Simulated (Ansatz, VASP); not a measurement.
One calculation of B5N, two programs

```
B N
1.0
     1.84211    0.00000    0.00000
    -0.92106    1.59532    0.00000
     0.00000    0.00000   16.83993
B N
5 1
Direct
  0.66667 0.33333 0.81780
  0.00000 0.00000 0.71088
  0.66667 0.33333 0.50000
  0.00000 0.00000 0.28912
  0.66667 0.33333 0.18220
  0.00000 0.00000 0.00000
```

Change from the starting cell: species swapped into the MgCd5 type (P-6m2, No. 187).

Alike in both runs: functional PBE; k mesh 24 × 24 × 4; occupations gaussian, width 0.1 eV; no spin polarisation.

Ansatz relaxed the structure, and its values are those at the end. VASP's run is a single point on that final structure, the one shown.

|  | VASP | Ansatz |
| --- | --- | --- |
| version | VASP 6.6.1 | Ansatz 0.2.0 |
| potentials or method | VASP PAW PBE potentials, release 64 (B, N), cutoff 520 eV | scalar-relativistic, plane waves, PAW |
| valence electrons in the cell | 20 | 20 |

```tsv
	VASP	Ansatz	Ansatz less VASP
gap on the k mesh at the Fermi level (eV)	none	none	-
pressure (GPa)	0.0	0.0	+0.04
rms of the force components (eV/Å)	0.004	0.000	-0.0040
```

A gap of «none» marks a metal or a gap that the smearing closes. The functional is the same, so the differences come from potentials, cutoffs and numerics.
